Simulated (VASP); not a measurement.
# Mn (Fd-3m) in VASP: a series of runs

Runs on Mn. Level: r2SCAN. Tasks: single point.

Everything below comes from runs of VASP 6.6.1. Logs are shortened: lines on timing, memory, paths and dates and some standing lists are left out, and cuts for length are marked.

### Step 1. The cell of the first run

It takes space group Fd-3m (No. 227, cubic). The conventional cell has a = 4.761 Å, b = 4.761 Å, c = 4.761 Å, α = 90.00°, β = 90.00°, γ = 90.00°. Within 2.7 Å of Mn (site symmetry -43m) lie 4 Mn at 2.06 Å.

### Step 2. Single point, r2SCAN (volume scaled by 0.92)

POSCAR

```
Mn
1.0
    0.0000000000      2.3804347689      2.3804347689
    2.3804347689      0.0000000000      2.3804347689
    2.3804347689      2.3804347689      0.0000000000
Mn
2
Direct
    0.1250000000      0.1250000000      0.1250000000
    0.8750000000      0.8750000000      0.8750000000
```

INCAR.step1

```
SYSTEM = Mn
  PREC = Accurate
  ENCUT = 520
  ISMEAR = -1
  SIGMA = 0.1
  LREAL = .FALSE.
  LASPH = .TRUE.
  NELM = 80
  NBANDS = 20
  GGA = PE
  ALGO = Normal
  EDIFF = 1E-4
  LWAVE = .TRUE.
  LCHARG = .FALSE.
```

INCAR.step2

```
SYSTEM = Mn
  PREC = Accurate
  ENCUT = 520
  EDIFF = 1E-6
  ISMEAR = -1
  SIGMA = 0.1
  LREAL = .FALSE.
  LASPH = .TRUE.
  NELM = 80
  ALGO = Normal
  ISIF = 2
  LWAVE = .FALSE.
  LCHARG = .TRUE.
  METAGGA = R2SCAN
  LMIXTAU = .TRUE.
  LELF = .TRUE.
  LVHAR = .TRUE.
  NBANDS = 20
  ISTART = 1
```

KPOINTS

```
Automatic mesh
0
G
  13 13 13
  0 0 0
```

Potentials or basis: VASP PAW PBE potentials, release 64 (Mn_pv).

The run is started by

```sh
> cat potpaw_PBE.64/Mn_pv/POTCAR > POTCAR
> cp INCAR.step1 INCAR
> mpirun -np 1 vasp_std > vasp.out
> cp INCAR.step2 INCAR
> mpirun -np 1 vasp_std > vasp.out
```

OUTCAR:

```text
SYSTEM = Mn
   PREC = Accurate
   ENCUT = 520
   EDIFF = 1E-6
   ISMEAR = -1
   LREAL = .FALSE.
   LASPH = .TRUE.
   NELM = 80
   ISIF = 2
   METAGGA = R2SCAN
   ISTART = 1

 ion  position               nearest neighbor table
   1  0.125  0.125  0.125-   2 2.06   2 2.06   2 2.06   2 2.06
   2  0.875  0.875  0.875-   1 2.06   1 2.06   1 2.06   1 2.06

  LATTYP: Found a face centered cubic cell.
 ALAT       =     4.7608695378

  Lattice vectors:

 A1 = (   0.0000000000,   2.3804347689,   2.3804347689)
 A2 = (   2.3804347689,   0.0000000000,   2.3804347689)
 A3 = (   2.3804347689,   2.3804347689,   0.0000000000)

Analysis of symmetry for initial positions (statically):
=====================================================================
 Subroutine PRICEL returns:
 Original cell was already a primitive cell.

 Routine SETGRP: Setting up the symmetry group for a
 face centered cubic supercell.

 Subroutine GETGRP returns: Found 48 space group operations
 (whereof 12 operations were pure point group operations)
 out of a pool of 48 trial point group operations.

The static configuration has the point symmetry D_3d.
 The point group associated with its full space group is O_h .

Analysis of symmetry for dynamics (positions and initial velocities):
=====================================================================
 Subroutine PRICEL returns:
 Original cell was already a primitive cell.

 Routine SETGRP: Setting up the symmetry group for a
 face centered cubic supercell.

 Subroutine GETGRP returns: Found 48 space group operations
 (whereof 12 operations were pure point group operations)
 out of a pool of 48 trial point group operations.

The dynamic configuration has the point symmetry D_3d.
 The point group associated with its full space group is O_h .

 Subroutine INISYM returns: Found 48 space group operations
 (whereof 12 operations are pure point group operations),
 and found     1 'primitive' translations

----------------------------------------------------------------------------------------

                                     Primitive cell

  volume of cell :      26.9773

  direct lattice vectors                    reciprocal lattice vectors
     0.000000000  2.380434769  2.380434769    -0.210045663  0.210045663  0.210045663
     2.380434769  0.000000000  2.380434769     0.210045663 -0.210045663  0.210045663
     2.380434769  2.380434769  0.000000000     0.210045663  0.210045663 -0.210045663

  length of vectors
     3.366443135  3.366443135  3.366443135     0.363809761  0.363809761  0.363809761

  position of ions in fractional coordinates (direct lattice)
     0.125000000  0.125000000  0.125000000
     0.875000000  0.875000000  0.875000000

  ion indices of the primitive-cell ions
   primitive index   ion index
                 1           1
                 2           2

----------------------------------------------------------------------------------------

 KPOINTS: Automatic mesh

Automatic generation of k-mesh.
 Grid dimensions read from file:
 generate k-points for:   13   13   13

 Generating k-lattice:

  Cartesian coordinates                     Fractional coordinates (reciprocal lattice)
    -0.016157359  0.016157359  0.016157359     0.076923077  0.000000000  0.000000000
     0.016157359 -0.016157359  0.016157359     0.000000000  0.076923077  0.000000000
     0.016157359  0.016157359 -0.016157359     0.000000000  0.000000000  0.076923077

  Length of vectors
     0.027985366  0.027985366  0.027985366

  Shift w.r.t. Gamma in fractional coordinates (k-lattice)
     0.000000000  0.000000000  0.000000000

 Subroutine IBZKPT returns following result:
 ===========================================

 Found     84 irreducible k-points:

 Following reciprocal coordinates:
            Coordinates               Weight
  0.000000  0.000000  0.000000      1.000000
  0.076923  0.000000  0.000000      8.000000
  0.153846  0.000000  0.000000      8.000000
  0.230769  0.000000  0.000000      8.000000
  0.307692  0.000000  0.000000      8.000000
  0.384615  0.000000  0.000000      8.000000
[... 16 lines left out ...]
  0.384615  0.153846  0.000000     24.000000
  0.461538  0.153846  0.000000     24.000000
 [... further k-points ...]
   k-points           NKPTS =     84   k-points in BZ     NKDIM =     84   number of bands    NBANDS=     20
   number of dos      NEDOS =    301   number of ions     NIONS =      2
   total plane-waves  NPLWV =  21952
   dimension x,y,z NGX =    28 NGY =   28 NGZ =   28
   dimension x,y,z NGXF=    56 NGYF=   56 NGZF=   56
   ions per type =               2
   NGX,Y,Z   is equivalent  to a cutoff of  13.83, 13.83, 13.83 a.u.
   NGXF,Y,Z  is equivalent  to a cutoff of  27.65, 27.65, 27.65 a.u.
 SYSTEM =  Mn
   PREC   = accura    normal or accurate (medium, high low for compatibility)
   ISTART =      1    job   : 0-new  1-cont  2-samecut
   ICHARG =      0    charge: 1-file 2-atom 10-const
   ISPIN  =      1    spin polarized calculation?
   LNONCOLLINEAR =      F non collinear calculations
   LSORBIT =      F    spin-orbit coupling
   LASPH  =      T    aspherical Exc in radial PAW
   ENCUT  =  520.0 eV  38.22 Ry    6.18 a.u.   6.26  6.26  6.26*2*pi/ulx,y,z
   NELM   =     80;   NELMIN=  2; NELMDL=  0     # of ELM steps
   EDIFF  = 0.1E-05   stopping-criterion for ELM
   LREAL  =      F    real-space projection
   EDIFFG = 0.1E-04   stopping-criterion for IOM
   NSW    =      0    number of steps for IOM
   IBRION =     -1    ionic relax: 0-MD 1-quasi-New 2-CG
   NFREE  =      0    steps in history (QN), initial steepest desc. (CG)
   ISIF   =      2    stress and relaxation
   ISYM   =      2    0-nonsym 1-usesym 2-fastsym
   POTIM  = 0.5000    time-step for ionic-motion
   TEBEG  =    0.0;   TEEND  =   0.0 temperature during run
   PSTRESS=    0.0 pullay stress
   NELECT =      26.0000    total number of electrons
   NUPDOWN=      -1.0000    fix difference up-down
   EMIN   =  10.00;   EMAX   =-10.00  energy-range for DOS
   EFERMI =   0.00;   METHOD = LEGACY
   ISMEAR =    -1;   SIGMA  =   0.10  broadening in eV -4-tet -1-fermi 0-gaus
   EFERMI_NEDOS =   21; number of points for ismear=-14 and -15
   IALGO  =     38    algorithm
   IMIX   =      4    mixing-type and parameters
     AMIX     =   0.40;   BMIX     =  1.00
     AMIX_MAG =   1.60;   BMIX_MAG =  1.00
  volume/ion in A,a.u.               =      13.49        91.03
  Fermi-wavevector in a.u.,A,eV,Ry     =   1.617086  3.055849 35.578768  2.614966
  Thomas-Fermi vector in A             =   2.711567
   LORBIT       =      0    0 simple, 1 ext, 2 COOP (PROOUT), +10 PAW based schemes
   METAGGA = R2SCAN    functional components
   LHFCALC =     F    Hartree Fock is set to
   AEXX    =    0.0000 exact exchange contribution
   IVDW    =     0    specifies the selected vdW correction
   LEPSILON=     F    determine dielectric tensor
   LRPA    =     F    only Hartree local field effects (RPA)
 non-spin polarized calculation
  energy-cutoff  :      520.00
  volume of cell :       26.98
 maximum number of plane-waves:       742
 NGX is ok and might be reduce to    28
   NGX = 13   NGY = 13   NGZ = 13

 number of electron      25.9999999 magnetization

 Free energy of the ion-electron system (eV)
  ---------------------------------------------------
  ext. energy  EPLUGINS =         0.00000000
  ---------------------------------------------------
  free energy    TOTEN  =       -25.68252894 eV

  energy without entropy =      -25.63418761  energy(sigma->0) =      -25.65835828

 E-fermi :   7.3060     XC(G=0): -13.3407

 val. band max:        7.3021369907   @ k =  -0.3846   0.4615   0.0769
 cond. band min:       7.3131876769   @ k =   0.1538   0.0769   0.0000
 fundamental gap:      0.0110506862
 Fermi energy:         7.3060156646

 k-point     1 :       0.0000    0.0000    0.0000
  band No.  band energies     occupation
      1     -42.5465      2.00000
      2     -42.5465      2.00000
      3     -42.5464      2.00000
      4     -41.5181      2.00000
      5     -41.5181      2.00000
      6     -41.5181      2.00000
[... 12 lines left out ...]
     19      23.4829      0.00000
     20      23.4829      0.00000

 k-point     2 :       0.0769    0.0000    0.0000
  band No.  band energies     occupation
      1     -42.5543      2.00000
      2     -42.5543      2.00000
      3     -42.5466      2.00000
      4     -41.5197      2.00000
      5     -41.5102      2.00000
      6     -41.5101      2.00000
[... 12 lines left out ...]
     19      22.8752      0.00000
     20      22.8752      0.00000

 k-point     3 :       0.1538    0.0000    0.0000
  band No.  band energies     occupation
      1     -42.5754      2.00000
      2     -42.5754      2.00000
      3     -42.5472      2.00000
      4     -41.5236      2.00000
      5     -41.4886      2.00000
      6     -41.4886      2.00000
[... 12 lines left out ...]
     19      22.1205      0.00000
     20      22.1205      0.00000

 k-point     4 :       0.2308    0.0000    0.0000
  band No.  band energies     occupation
      1     -42.6039      2.00000
      2     -42.6038      2.00000
      3     -42.5487      2.00000
      4     -41.5285      2.00000
      5     -41.4597      2.00000
      6     -41.4596      2.00000
[... 12 lines left out ...]
     19      21.4622      0.00000
     20      21.4623      0.00000

 k-point     5 :       0.3077    0.0000    0.0000
  band No.  band energies     occupation
      1     -42.6326      2.00000
      2     -42.6325      2.00000
      3     -42.5512      2.00000
      4     -41.5326      2.00000
      5     -41.4305      2.00000
      6     -41.4304      2.00000
[... 12 lines left out ...]
     19      20.9219      0.00000
     20      20.9219      0.00000
[... 353 lines left out ...]
      6     -41.4251      2.00000
[... 12 lines left out ...]
     19      18.9825      0.00000
     20      20.7127      0.00000

 k-point    22 :       0.3077    0.1538    0.0000
  band No.  band energies     occupation
      1     -42.6752      2.00000
      2     -42.6665      2.00000
      3     -42.4442      2.00000
      4     -41.6352      2.00000
      5     -41.3967      2.00000
      6     -41.3918      2.00000
[... 12 lines left out ...]
     19      18.3496      0.00000
     20      19.8982      0.00000

 k-point    23 :       0.3846    0.1538    0.0000
  band No.  band energies     occupation
      1     -42.7111      2.00000
      2     -42.6877      2.00000
      3     -42.4272      2.00000
      4     -41.6541      2.00000
      5     -41.3750      2.00000
      6     -41.3592      2.00000
[... 12 lines left out ...]
     19      18.0190      0.00000
     20      18.8997      0.00000

 k-point    24 :       0.4615    0.1538    0.0000
  band No.  band energies     occupation
      1     -42.7405      2.00000
      2     -42.6981      2.00000
      3     -42.4171      2.00000
      4     -41.6652      2.00000
      5     -41.3642      2.00000
      6     -41.3328      2.00000
[... 12 lines left out ...]
     19      17.9926      0.00000
     20      18.0479      0.00000

 [... further k-points ...]
[... 5 lines left out ...]
  --------------------------------------------------------------------------------------
  -------------------------------------------------------------------------------------
  Total        2.9719266      2.9719266      2.9719266     -0.0000000     -0.0000000     -0.0000000
  in kB      176.5020760    176.5020760    176.5020760     -0.0000000     -0.0000000     -0.0000000
  external PRESSURE =     176.5020760 kB  Pullay stress =       0.0000000 kB

 VOLUME and BASIS-vectors are now :
 -----------------------------------------------------------------------------
  energy-cutoff  :      520.00
  volume of cell :       26.98
      direct lattice vectors                 reciprocal lattice vectors
     0.000000000  2.380434769  2.380434769    -0.210045663  0.210045663  0.210045663
     2.380434769  0.000000000  2.380434769     0.210045663 -0.210045663  0.210045663
     2.380434769  2.380434769  0.000000000     0.210045663  0.210045663 -0.210045663

 POSITION                                       TOTAL-FORCE (eV/Angst)
 -----------------------------------------------------------------------------------
      0.59511      0.59511      0.59511        -0.000000     -0.000000     -0.000000
      4.16576      4.16576      4.16576         0.000000      0.000000      0.000000
 -----------------------------------------------------------------------------------
    total drift:                                0.000000     -0.000000     -0.000000

  FREE ENERGIE OF THE ION-ELECTRON SYSTEM (eV)
  ---------------------------------------------------
  free  energy   TOTEN  =       -25.6825289448 eV

  energy  without entropy=      -25.6341876089  energy(sigma->0) =      -25.65835828
```

Wall time 7.6 min (1 thread of AMD EPYC 7R13, shared host); peak memory 0.15 GiB.

Results:

```yaml
Free_energy: -25.6825 eV
Pressure: 17.7 GPa
Band_gap_on_the_k_mesh: zero (band 13 reaches 7.81 eV, above the bottom of band 14 at 7.16 eV)
```

Caveat: the PAW data sets were made with another functional, which shifts forces and pressure a little; the run has no spin polarisation, though such a crystal can be magnetic. Spin polarisation is off, so any magnetic state and its effect on volume and gap are missing.

(Part 1 of 2 ends here.)
